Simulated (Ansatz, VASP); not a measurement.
## HfO2: VASP beside Ansatz

File INCAR:

```
  PREC = Accurate
  ENCUT = 600
  EDIFF = 1E-6
  ISMEAR = 0
  SIGMA = 0.05
  LREAL = F
  LASPH = T
  NELM = 120
  ALGO = Normal
  ISIF = 2
  LWAVE = F
  LCHARG = F
  GGA = RE
  IVDW = 12
  NBANDS = 18
  GGA_COMPAT = F
```

File KPOINTS:

```
Automatic mesh
0
Gamma
  8 8 8
```

File POSCAR:

```
HfO2
1.0
    0.0000000000      2.5575019374      2.5575019374
    2.5575019374      0.0000000000      2.5575019374
    2.5575019374      2.5575019374      0.0000000000
Hf O
1 2
Direct
    0.0000000000      0.0000000000      0.0000000000
    0.2500000000      0.2500000000      0.2500000000
    0.7500000000      0.7500000000      0.7500000000
```

Input for Ansatz:

```yaml
crystal:
  lattice:
    - [0.0, 2.5575019374, 2.5575019374]
    - [2.5575019374, 0.0, 2.5575019374]
    - [2.5575019374, 2.5575019374, 0.0]
  atoms:
    - { symbol: Hf, position: [0.0, 0.0, 0.0] }
    - { symbol: O, position: [0.25, 0.25, 0.25] }
    - { symbol: O, position: [0.75, 0.75, 0.75] }
basis:
  ecutwfc: 420
  ecutrho_ratio: 4
kpoints:
  mp_grid: { grid: [8, 8, 8] }
hamiltonian:
  xc: revpbe
  dispersion: d3bj
scf:
  occupations: { method: gaussian, width: 0.05 }
output:
  forces: true
  stress: true
  eigenvalues: true
```

Alike in both runs: task single point; functional revPBE; dispersion D3(BJ); k mesh 8 × 8 × 8; occupations gaussian, width 0.05 eV; no spin polarisation.

```csv
,VASP,Ansatz
version,VASP 6.6.1,Ansatz 0.2.0
potentials or method,"VASP PAW PBE potentials, release 64 (Hf_pv, O), cutoff 600 eV","scalar-relativistic, plane waves, PAW"
valence electrons in the cell,22,38
```

Ansatz gave:

* gap on the k mesh at the Fermi level (eV): 3.80
* least direct gap on the mesh (eV): 3.80
* pressure (GPa): -5.6

Problem. Which values does VASP return?

Solution. gap on the k mesh at the Fermi level (eV): 3.81; least direct gap on the mesh (eV): 3.81; pressure (GPa): -9.5.

VASP's potentials were made for PBE, not for revPBE. VASP's potentials hold 22 valence electrons a cell and Ansatz's 38, so a difference there can come from the potentials and not from the codes.

Spin-orbit coupling is off throughout.
